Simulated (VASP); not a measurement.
# Si16C15 (a cell with a defect) in VASP: notebook

Runs on Si16C15 (a cell with a defect). Level: PBE. Tasks: single point, relaxation of the atoms.

Program: VASP 6.6.1. These are calculated values, not measurements. Logs are shortened: lines on timing, memory, paths and dates and some standing lists are left out, and cuts for length are marked.

## (1) The cell of the first run

The cell holds a defect, 31 atoms: a = 6.188 Å, b = 6.188 Å, c = 10.129 Å, α = 90.00°, β = 90.00°, γ = 120.00°.

## (2) Single point, PBE (atoms taken out, then relaxed in part)

INCAR

```
SYSTEM = Si16C15
PREC = Accurate
ENCUT = 520
EDIFF = 1E-6
ISMEAR = 0
SIGMA = 0.01
LREAL = Auto
LASPH = .TRUE.
NELM = 100
ALGO = Normal
ISIF = 2
LWAVE = .FALSE.
LCHARG = .FALSE.
GGA = PE
NELECT = 126.0
NBANDS = 83
```

KPOINTS

```
Automatic mesh
0
G
  2 2 2
  0 0 0
```

POSCAR

```
Si16C15
1.0
    3.0941201777     -5.3591733641      0.0000000000
   -6.1882403654      0.0000000058      0.0000000000
    0.0000000000      0.0000000000    -10.1293391947
Si C
16 15
Direct
    0.3339939015      0.1682527258      0.0670524852
    0.8323782591      0.1651874406      0.0628590248
    0.3369287541      0.6697181309      0.0628934096
    0.8323893865      0.6696921838      0.0628535583
    0.1667537680      0.3351391385      0.5613859846
    0.6677486496      0.3351454317      0.5613670162
    0.1667505040      0.8341505261      0.5613824710
    0.6669539768      0.8347631382      0.5627516855
    0.4872226129      0.4748193851      0.3140114517
    1.0004954738      0.5014943292      0.3108462260
    0.4872088600      1.0149045440      0.3139842881
    1.0269589301      1.0147080167      0.3140801797
   -0.0009485202      0.0007762233      0.8119868492
    0.5012913096      0.0007901847      0.8119633093
    0.0005115863      0.5015094357      0.8126153609
    0.5012892497      0.5029939212      0.8119632051
    0.8341478679      0.1686623245      0.2501163703
    0.3333822528      0.6679281985      0.2501477931
    0.8341197759      0.6679340874      0.2501113372
    0.1668336959      0.3351797165      0.7500410237
    0.6678850766      0.3351958855      0.7500218246
    0.1668326036      0.8341612928      0.7500379871
    0.6671852799      0.8348428023      0.7488399328
   -0.0020465957      0.0002484859      0.5031523760
    0.5015860617      0.0002709531      0.5031142846
    0.0004276577      0.5014787176      0.4992989176
    0.5015916718      0.5038688623      0.5031264211
    0.5020527775      0.0000469087      0.9961156693
    0.9976328677      0.0000650077      0.9962012243
    0.5020530284      0.5045030525      0.9961289522
    1.0005543567      0.5015292990      0.9995047866
```

Potentials or basis: VASP PAW PBE potentials, release 64 (Si, C).

Run with:

```bash
cat potpaw_PBE.64/Si/POTCAR potpaw_PBE.64/C/POTCAR > POTCAR
mpirun -np 1 vasp_std > vasp.out
```

OUTCAR:

```text
SYSTEM = Si16C15
   PREC = Accurate
   ENCUT = 520
   EDIFF = 1E-6
   ISMEAR = 0
   LREAL = Auto
   LASPH = .TRUE.
   NELM = 100
   ISIF = 2
   GGA = PE
   NELECT = 126.0

 ion  position               nearest neighbor table
   1  0.334  0.168  0.067-  30 1.94  28 1.94  29 1.94  11 2.99   9 2.99  12 2.99   2 3.09   4 3.09
                             3 3.09   3 3.09   4 3.09   2 3.09  16 3.15  14 3.15  13 3.15
   2  0.832  0.165  0.063-  29 1.89  28 1.89  17 1.90  31 1.91   3 3.07   4 3.07  10 3.09   1 3.09
                             1 3.09  13 3.10  14 3.10  15 3.11   4 3.12   3 3.12  11 3.15  12 3.15
   3  0.337  0.670  0.063-  28 1.90  30 1.90  18 1.90  31 1.91   2 3.07   4 3.07  10 3.09   1 3.09
                             1 3.09  14 3.10  16 3.10  15 3.11   4 3.12   2 3.12  11 3.15   9 3.15
   4  0.832  0.670  0.063-  29 1.89  30 1.89  19 1.90  31 1.91   3 3.07   2 3.07  10 3.09   1 3.09
                             1 3.09  13 3.10  16 3.10  15 3.11   2 3.12   3 3.12   9 3.15  12 3.15
   5  0.167  0.335  0.561-  27 1.89  24 1.89  26 1.89  20 1.91  12 3.04   9 3.04   6 3.09   7 3.09
                             8 3.09   8 3.09   7 3.10   6 3.10  10 3.10  15 3.11  13 3.11  16 3.11
   6  0.668  0.335  0.561-  27 1.89  25 1.89  26 1.89  21 1.91   9 3.04  11 3.04   7 3.09   5 3.09
                             8 3.09   8 3.09   5 3.10   7 3.10  10 3.10  16 3.11  14 3.11  15 3.11
   7  0.167  0.834  0.561-  25 1.89  24 1.89  26 1.89  22 1.91  12 3.04  11 3.04   6 3.09   5 3.09
                             8 3.09   8 3.09   5 3.10   6 3.10  10 3.10  13 3.11  15 3.11  14 3.11
   8  0.667  0.835  0.563-  25 1.87  27 1.87  24 1.87  23 1.88  14 3.09  16 3.09  13 3.09   7 3.09
                             5 3.09   6 3.09   6 3.09   5 3.09   7 3.09
   9  0.487  0.475  0.314-  27 1.92  19 1.97  18 1.97  11 2.85  12 2.85   1 2.99   6 3.04   5 3.04
                            10 3.10  10 3.10   3 3.15   4 3.15
  10  0.000  0.501  0.311-  19 1.89  17 1.89  18 1.89  26 1.91   2 3.09   4 3.09   3 3.09   9 3.10
                            11 3.10  12 3.10  12 3.10  11 3.10   9 3.10   5 3.10   7 3.10   6 3.10
  11  0.487  0.015  0.314-  25 1.92  17 1.97  18 1.97   9 2.85  12 2.85   1 2.99   6 3.04   7 3.04
                            10 3.10  10 3.10   3 3.15   2 3.15
  12  0.027  0.015  0.314-  24 1.92  17 1.97  19 1.97  11 2.85   9 2.85   1 2.99   7 3.04   5 3.04
                            10 3.10  10 3.10   4 3.15   2 3.15
  13  0.999  0.001  0.812-  29 1.87  23 1.89  22 1.90  20 1.90  14 3.08  16 3.08   8 3.09  15 3.09
                            15 3.09   4 3.10   2 3.10   7 3.11   5 3.11  16 3.11  14 3.11   1 3.15
  14  0.501  0.001  0.812-  28 1.87  23 1.89  21 1.90  22 1.90  13 3.08  16 3.08   8 3.09  15 3.09
                            15 3.09   2 3.10   3 3.10   6 3.11   7 3.11  16 3.11  13 3.11   1 3.15
  15  0.001  0.502  0.813-  21 1.89  20 1.89  22 1.89  31 1.89  16 3.09  14 3.09  13 3.09  13 3.09
                            14 3.09  16 3.09   5 3.11   7 3.11   6 3.11   4 3.11   2 3.11   3 3.11
  16  0.501  0.503  0.812-  30 1.87  23 1.89  21 1.90  20 1.90  13 3.08  14 3.08   8 3.09  15 3.09
                            15 3.09   4 3.10   3 3.10   6 3.11   5 3.11  14 3.11  13 3.11   1 3.15
  17  0.834  0.169  0.250-  10 1.89   2 1.90  12 1.97  11 1.97
  18  0.333  0.668  0.250-  10 1.89   3 1.90   9 1.97  11 1.97
  19  0.834  0.668  0.250-  10 1.89   4 1.90  12 1.97   9 1.97
  20  0.167  0.335  0.750-  15 1.89  13 1.90  16 1.90   5 1.91
  21  0.668  0.335  0.750-  15 1.89  16 1.90  14 1.90   6 1.91
  22  0.167  0.834  0.750-  15 1.89  13 1.90  14 1.90   7 1.91
  23  0.667  0.835  0.749-   8 1.88  14 1.89  16 1.89  13 1.89
  24  0.998  0.000  0.503-   8 1.87   5 1.89   7 1.89  12 1.92
  25  0.502  0.000  0.503-   8 1.87   7 1.89   6 1.89  11 1.92
  26  0.000  0.501  0.499-   5 1.89   6 1.89   7 1.89  10 1.91
  27  0.502  0.504  0.503-   8 1.87   5 1.89   6 1.89   9 1.92
  28  0.502  0.000  0.996-  14 1.87   2 1.89   3 1.90   1 1.94
  29  0.998  0.000  0.996-  13 1.87   4 1.89   2 1.89   1 1.94
  30  0.502  0.505  0.996-  16 1.87   4 1.89   3 1.90   1 1.94
  31  0.001  0.502  1.000-  15 1.89   4 1.91   2 1.91   3 1.91

  LATTYP: Found a hexagonal cell.
 ALAT       =     6.1882403654
 C/A-ratio  =     1.6368690608

  Lattice vectors:

 A1 = (   3.0941201777,  -5.3591733641,   0.0000000000)
 A2 = (  -6.1882403654,   0.0000000058,   0.0000000000)
 A3 = (   0.0000000000,   0.0000000000, -10.1293391947)

Analysis of symmetry for initial positions (statically):
=====================================================================
 Subroutine PRICEL returns:
 Original cell was already a primitive cell.

 Routine SETGRP: Setting up the symmetry group for a
 hexagonal supercell.

 Subroutine GETGRP returns: Found  1 space group operations
 (whereof  1 operations were pure point group operations)
 out of a pool of 24 trial point group operations.

The static configuration has the point symmetry C_1 .

Analysis of symmetry for dynamics (positions and initial velocities):
=====================================================================
 Subroutine PRICEL returns:
 Original cell was already a primitive cell.
[... 114 lines left out ...]
     0.000000000  0.000000000  0.000000000

 Subroutine IBZKPT returns following result:
 ===========================================

 Found      8 irreducible k-points:

 Following reciprocal coordinates:
            Coordinates               Weight
  0.000000  0.000000  0.000000      1.000000
  0.500000 -0.000000  0.000000      1.000000
  0.000000  0.500000  0.000000      1.000000
  0.500000  0.500000  0.000000      1.000000
  0.000000  0.000000  0.500000      1.000000
  0.500000 -0.000000  0.500000      1.000000
  0.000000  0.500000  0.500000      1.000000
  0.500000  0.500000  0.500000      1.000000
   k-points           NKPTS =      8   k-points in BZ     NKDIM =      8   number of bands    NBANDS=     83
   number of dos      NEDOS =    301   number of ions     NIONS =     31
   total plane-waves  NPLWV = 184320
   dimension x,y,z NGX =    48 NGY =   48 NGZ =   80
   dimension x,y,z NGXF=    96 NGYF=   96 NGZF=  160
   ions per type =              16  15
   NGX,Y,Z   is equivalent  to a cutoff of  12.90, 12.90, 13.13 a.u.
   NGXF,Y,Z  is equivalent  to a cutoff of  25.79, 25.79, 26.26 a.u.
 SYSTEM =  Si16C15
   PREC   = accura    normal or accurate (medium, high low for compatibility)
   ISTART =      0    job   : 0-new  1-cont  2-samecut
   ICHARG =      2    charge: 1-file 2-atom 10-const
   ISPIN  =      1    spin polarized calculation?
   LNONCOLLINEAR =      F non collinear calculations
   LSORBIT =      F    spin-orbit coupling
   LASPH  =      T    aspherical Exc in radial PAW
   ENCUT  =  520.0 eV  38.22 Ry    6.18 a.u.  11.51 11.51 18.83*2*pi/ulx,y,z
   NELM   =    100;   NELMIN=  2; NELMDL= -5     # of ELM steps
   EDIFF  = 0.1E-05   stopping-criterion for ELM
   LREAL  =      T    real-space projection
   EDIFFG = 0.1E-04   stopping-criterion for IOM
   NSW    =      0    number of steps for IOM
   IBRION =     -1    ionic relax: 0-MD 1-quasi-New 2-CG
   NFREE  =      0    steps in history (QN), initial steepest desc. (CG)
   ISIF   =      2    stress and relaxation
   ISYM   =      2    0-nonsym 1-usesym 2-fastsym
   POTIM  = 0.5000    time-step for ionic-motion
   TEBEG  =    0.0;   TEEND  =   0.0 temperature during run
   PSTRESS=    0.0 pullay stress
   NELECT =     126.0000    total number of electrons
   NUPDOWN=      -1.0000    fix difference up-down
   EMIN   =  10.00;   EMAX   =-10.00  energy-range for DOS
   EFERMI =   0.00;   METHOD = LEGACY
   ISMEAR =     0;   SIGMA  =   0.01  broadening in eV -4-tet -1-fermi 0-gaus
   EFERMI_NEDOS =   21; number of points for ismear=-14 and -15
   IALGO  =     38    algorithm
   IMIX   =      4    mixing-type and parameters
     AMIX     =   0.40;   BMIX     =  1.00
     AMIX_MAG =   1.60;   BMIX_MAG =  1.00
  volume/ion in A,a.u.               =      10.84        73.13
  Fermi-wavevector in a.u.,A,eV,Ry     =   1.180637  2.231080 18.965205  1.393903
  Thomas-Fermi vector in A             =   2.316925
   LORBIT       =      0    0 simple, 1 ext, 2 COOP (PROOUT), +10 PAW based schemes
   GGA     = PE    functional components
   LHFCALC =     F    Hartree Fock is set to
   AEXX    =    0.0000 exact exchange contribution
   IVDW    =     0    specifies the selected vdW correction
   LEPSILON=     F    determine dielectric tensor
   LRPA    =     F    only Hartree local field effects (RPA)
 non-spin polarized calculation
 Gauss-broadening in eV      SIGMA  =   0.01
  energy-cutoff  :      520.00
  volume of cell :      335.93
 maximum number of plane-waves:      9074
 NGX is ok and might be reduce to    48
   NGX = 23   NGY = 23   NGZ = 37

 number of electron     126.0000002 magnetization

 Free energy of the ion-electron system (eV)
  ---------------------------------------------------
  ext. energy  EPLUGINS =         0.00000000
  ---------------------------------------------------
  free energy    TOTEN  =      -207.95135002 eV

  energy without entropy =     -207.95135002  energy(sigma->0) =     -207.95135002

 E-fermi :   9.9325     XC(G=0): -11.2907

 val. band max:        9.8501469533   @ k =   0.0000   0.0000   0.0000
 cond. band min:      10.0303574207   @ k =   0.0000   0.0000   0.0000
 fundamental gap:      0.1802104675
 Fermi energy:         9.9324932195

 k-point     1 :       0.0000    0.0000    0.0000
  band No.  band energies     occupation
      1      -7.5478      2.00000
      2      -6.4286      2.00000
      3      -6.0855      2.00000
      4      -4.2261      2.00000
      5      -4.2199      2.00000
      6      -4.2199      2.00000
[... 613 lines left out ...]
     74      13.2758      0.00000
     75      13.4337      0.00000
 [bands above 75 left out]

------------------------ aborting loop because EDIFF is reached ----------------------------------------

  FORCE on cell =-STRESS in cart. coord.  units (eV):
  Direction    XX          YY          ZZ          XY          YZ          ZX
  --------------------------------------------------------------------------------------
  -------------------------------------------------------------------------------------
  Total       15.7321425     15.7303692     31.3227903      0.0060289     -0.0197938      0.0117857
  in kB       75.0330084     75.0245507    149.3911705      0.0287541     -0.0944046      0.0562110
  external PRESSURE =      99.8162432 kB  Pullay stress =       0.0000000 kB

 VOLUME and BASIS-vectors are now :
 -----------------------------------------------------------------------------
  energy-cutoff  :      520.00
  volume of cell :      335.93
      direct lattice vectors                 reciprocal lattice vectors
     3.094120178 -5.359173364  0.000000000    -0.000000000 -0.186595942  0.000000000
    -6.188240365  0.000000006  0.000000000    -0.161596826 -0.093297971  0.000000000
     0.000000000  0.000000000-10.129339195     0.000000000  0.000000000 -0.098723123

 POSITION                                       TOTAL-FORCE (eV/Angst)
 -----------------------------------------------------------------------------------
     -0.00777     -1.78993     -0.67920        -0.000243      0.002560     -0.000735
      1.55326     -4.46086     -0.63672        -0.000575     -0.003518      0.002181
     -3.10188     -1.80566     -0.63707        -0.001835     -0.000859      0.007126
     -1.56870     -4.46092     -0.63667        -0.005894     -0.000186      0.001449
     -1.55797     -0.89366     -5.68647         0.000614      0.001287      0.001860
     -0.00787     -3.57858     -5.68628         0.000096     -0.001881      0.001707
[... 23 lines left out ...]
     -1.56857     -2.69059    -10.09013        -0.000627      0.000502     -0.010973
     -3.10187     -0.00297    -10.12432         0.003654      0.000788      0.003498
 -----------------------------------------------------------------------------------
    total drift:                                0.074823      0.034030     -0.011731

  FREE ENERGIE OF THE ION-ELECTRON SYSTEM (eV)
  ---------------------------------------------------
  free  energy   TOTEN  =      -207.9513500174 eV

  energy  without entropy=     -207.9513500174  energy(sigma->0) =     -207.95135002
```

Wall time 5.4 min (1 thread of AMD EPYC 7R13 (Zen 3), shared host); peak memory 0.45 GiB.

Results:

```
Free energy   : -207.9514 eV
Largest force : 0.016 eV/Å
```

Forces in eV/Å, atoms in the order of the input:
```
Si   0.000  0.003 -0.001
Si  -0.001 -0.004  0.002
Si  -0.002 -0.001  0.007
Si  -0.006  0.000  0.001
Si   0.001  0.001  0.002
Si   0.000 -0.002  0.002
Si   0.000  0.001  0.003
Si   0.002 -0.012  0.006
Si  -0.011 -0.002 -0.003
Si   0.000 -0.005 -0.003
Si   0.005 -0.004 -0.004
Si  -0.006  0.006 -0.001
Si   0.000 -0.005 -0.008
Si  -0.004  0.007 -0.003
Si   0.000 -0.003  0.000
Si  -0.002  0.003 -0.005
C   -0.005  0.001  0.001
C    0.003  0.004  0.004
C    0.009  0.004  0.000
C    0.001  0.000  0.003
C    0.001  0.004  0.003
C    0.005 -0.001  0.003
C    0.008  0.004  0.007
C   -0.001 -0.001  0.003
C   -0.005 -0.001  0.000
C    0.005  0.001  0.004
C    0.007 -0.001  0.001
C   -0.004  0.002 -0.016
C   -0.002 -0.003 -0.001
C   -0.001  0.001 -0.011
C    0.004  0.001  0.003
```

Levels at points of the mesh, in eV from the Fermi level:
```tsv
k point	band 60	band 61	band 62	band 63	band 64	band 65	band 66	band 67
(0.00, 0.00, 0.00)	-2.33	-2.33	-0.55	-0.09	-0.08	0.10	0.10	0.54
(0.50, 0.00, 0.00)	-2.95	-2.58	-1.70	-0.63	0.55	1.48	1.52	1.54
(0.00, 0.50, 0.00)	-2.95	-2.58	-1.70	-0.63	0.55	1.48	1.52	1.54
(0.50, 0.50, 0.00)	-2.95	-2.58	-1.70	-0.63	0.55	1.48	1.52	1.54
(0.00, 0.00, 0.50)	-2.39	-2.39	-1.13	0.20	0.21	0.41	0.41	0.76
(0.50, 0.00, 0.50)	-3.03	-2.81	-1.47	-0.33	0.44	1.60	1.62	1.63
(0.00, 0.50, 0.50)	-3.03	-2.80	-1.47	-0.33	0.44	1.60	1.62	1.63
(0.50, 0.50, 0.50)	-3.03	-2.80	-1.47	-0.33	0.44	1.60	1.62	1.63
```

Caveat: the k points lie up to 0.59 Å⁻¹ apart; the cell carries a net charge on a neutralising background, which shifts energy and pressure; the cell differs from its parent crystal (atoms taken out, then relaxed in part); the cell is charged against a uniform background, so pressure and absolute levels hang on convention.

## (3) Single point, PBE (atoms taken out, then relaxed in part)

INCAR

```
SYSTEM = Si16C15
PREC = Accurate
ENCUT = 520
EDIFF = 1E-7
ISMEAR = 0
SIGMA = 0.01
LREAL = Auto
LASPH = .True.
NELM = 80
ALGO = Normal
ISIF = 2
LWAVE = .False.
LCHARG = .False.
GGA = PE
NBANDS = 83
```

KPOINTS

```
Automatic mesh
0
Gamma
  2 2 2
  0 0 0
```

POSCAR

```
Si16C15
1.0
    3.0941201777     -5.3591733641      0.0000000000
   -6.1882403654      0.0000000058      0.0000000000
    0.0000000000      0.0000000000    -10.1293391947
Si C
16 15
Direct
    0.3336852619      0.1676651909      0.0638700226
    0.8340571235      0.1684206812      0.0620529435
    0.3328219379      0.6672092035      0.0620563868
    0.8340666805      0.6672135542      0.0620515678
    0.1671467098      0.3341409372      0.5622072698
    0.6666707656      0.3341235916      0.5622073058
    0.1671454370      0.8345766443      0.5622095577
    0.6669975780      0.8342814919      0.5613741075
    0.5018679666      0.5040781445      0.3116461825
    1.0002955410      0.5009188894      0.3126545610
    0.5019108660      0.9993090190      0.3116587328
    0.9970939866      0.9993063504      0.3116456204
    0.0013604110      0.0014706428      0.8126160034
    0.4997832806      0.0014766919      0.8126059953
    0.0003018929      0.5009342908      0.8115706670
    0.4997863016      0.4999007135      0.8125999703
    0.8352851829      0.1708857602      0.2490489346
    0.3303463889      0.6659348730      0.2490474922
    0.8352483760      0.6659064846      0.2490450100
    0.1670605054      0.3341912599      0.7505126928
    0.6667937505      0.3341863174      0.7505190471
    0.1670635057      0.8344466583      0.7505171955
    0.6669734836      0.8342804905      0.7511816032
    0.0010382288      0.0013038232      0.4998444974
    0.4999792830      0.0012885588      0.4998423186
    0.0003036175      0.5009352377      0.4998648507
    0.4999725447      0.5002527681      0.4998266287
    0.5002066687      0.0010512648      1.0012879884
    1.0005468776      0.0010590593      1.0012974748
    0.5002319369      0.5007847704      1.0012673524
    1.0003110846      0.5009418551      0.9987729403
```

Potentials or basis: VASP PAW PBE potentials, release 64 (Si, C).

Run with:

```bash
cat potpaw_PBE.64/Si/POTCAR potpaw_PBE.64/C/POTCAR > POTCAR
mpirun -np 1 vasp_std > vasp.out
```

Run time: 6.4 min. Hardware: 1 thread of AMD EPYC 7R13 (Zen 3), shared host; peak memory 0.45 GiB.

It converged, with:

```
Free energy            : -227.3919 eV
Pressure               : -0.4 GPa
Largest force          : 0.014 eV/Å
Band gap on the k mesh : 0.19 eV
```

Forces on the atoms (eV/Å):
```
Si   0.000  0.001 -0.004
Si   0.000  0.001  0.002
Si   0.000 -0.004  0.005
Si  -0.002  0.001  0.004
Si   0.000  0.001 -0.002
Si  -0.001 -0.001 -0.002
Si  -0.001  0.000 -0.002
Si   0.000 -0.001  0.004
Si  -0.012 -0.008  0.000
Si  -0.002 -0.002  0.003
Si   0.007 -0.006 -0.001
Si  -0.001  0.009 -0.003
Si   0.000 -0.002 -0.009
Si   0.000  0.000 -0.011
Si  -0.001 -0.002 -0.005
Si  -0.001  0.000 -0.010
C   -0.005 -0.002  0.000
C   -0.002  0.003 -0.001
C   -0.003 -0.003 -0.001
C    0.000  0.001  0.000
C    0.003 -0.002  0.002
C    0.006  0.002  0.000
C    0.002  0.000  0.002
C    0.002  0.001  0.005
C    0.000  0.002  0.003
C    0.003  0.001  0.004
C    0.002  0.002 -0.002
C    0.009 -0.002  0.006
C    0.002  0.009  0.008
C   -0.004 -0.003  0.002
C    0.003  0.003  0.001
```

Stress tensor (GPa, compression positive):
```
-0.12  0.00  0.00
 0.00 -0.12  0.00
 0.00  0.00 -1.10
```

Levels at points of the mesh, in eV from the valence-band top:
```csv
k point,band 60,band 61,band 62,band 63,band 64,band 65
"(0.00, 0.00, 0.00)",-1.82,-1.82,0.00,0.63,0.63,0.75
"(0.50, 0.00, 0.00)",-2.45,-2.22,-0.99,0.19,1.33,2.03
"(0.00, 0.50, 0.00)",-2.45,-2.22,-0.99,0.19,1.33,2.03
"(0.50, 0.50, 0.00)",-2.45,-2.22,-0.99,0.19,1.33,2.03
"(0.00, 0.00, 0.50)",-1.85,-1.85,-0.51,0.95,0.95,1.03
"(0.50, 0.00, 0.50)",-2.55,-2.49,-0.76,0.50,1.17,2.26
"(0.00, 0.50, 0.50)",-2.55,-2.49,-0.76,0.50,1.17,2.26
"(0.50, 0.50, 0.50)",-2.55,-2.49,-0.76,0.50,1.17,2.26
```

Caveat: the k points lie up to 0.59 Å⁻¹ apart; the cell differs from its parent crystal (atoms taken out, then relaxed in part).

[end of part 1 of 2]
